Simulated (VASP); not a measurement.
## Au2O3H4: single point with PBE

Au2O3H4, in a box:

```
Au O H
1.0
    10.55000    0.00000    0.00000
     0.00000    9.63000    0.00000
     0.00000    0.00000   17.78000
Au O H
2 3 4
Direct
  0.50015 0.49259 0.60752
  0.50015 0.50724 0.39233
  0.50015 0.49992 0.49992
  0.50015 0.48142 0.72814
  0.50015 0.51841 0.27171
  0.57377 0.53254 0.74675
  0.42654 0.53254 0.74675
  0.57377 0.46729 0.25309
  0.42654 0.46729 0.25309
```

- Program: VASP 6.6.1
- Task: single point
- Functional: PBE
- Potentials or basis: VASP PAW PBE potentials, release 64 (Au, O, H)
- Cutoff: 520 eV
- k mesh: 1 × 1 × 1
- Occupations: gaussian, width 0.01 eV
- Spin: no spin polarisation
- Dipole correction: no
- Further INCAR settings: ALGO = Normal; EDIFF = 1e-06; NBANDS = 32

| Item | Value |
| --- | --- |
| Largest force | 0.151 eV/Å |
| Gap between the frontier levels | 1.05 eV |

Forces on the atoms (eV/Å):
```
Au   0.000  0.026 -0.036
Au   0.000 -0.026  0.036
O    0.000  0.000  0.000
O    0.000  0.097  0.066
O    0.000 -0.097 -0.066
H   -0.002 -0.056 -0.140
H    0.002 -0.056 -0.140
H   -0.002  0.056  0.140
H    0.002  0.056  0.140
```

Levels at points of the mesh, in eV from the valence-band top:
```csv
k point,band 19,band 20,band 21,band 22,band 23,band 24,band 25,band 26
"(0.00, 0.00, 0.00)",-2.31,-1.65,-0.09,0.00,1.05,1.70,2.72,3.35
```

It took 3.5 min on 1 thread of Intel(R) Xeon(R) Platinum 8259CL CPU @ 2.50GHz (Skylake/Cascade Lake), on a shared host, peak memory 1.3 GiB.

Caveat: spin-orbit coupling is left out, which moves the levels of the heavy elements.
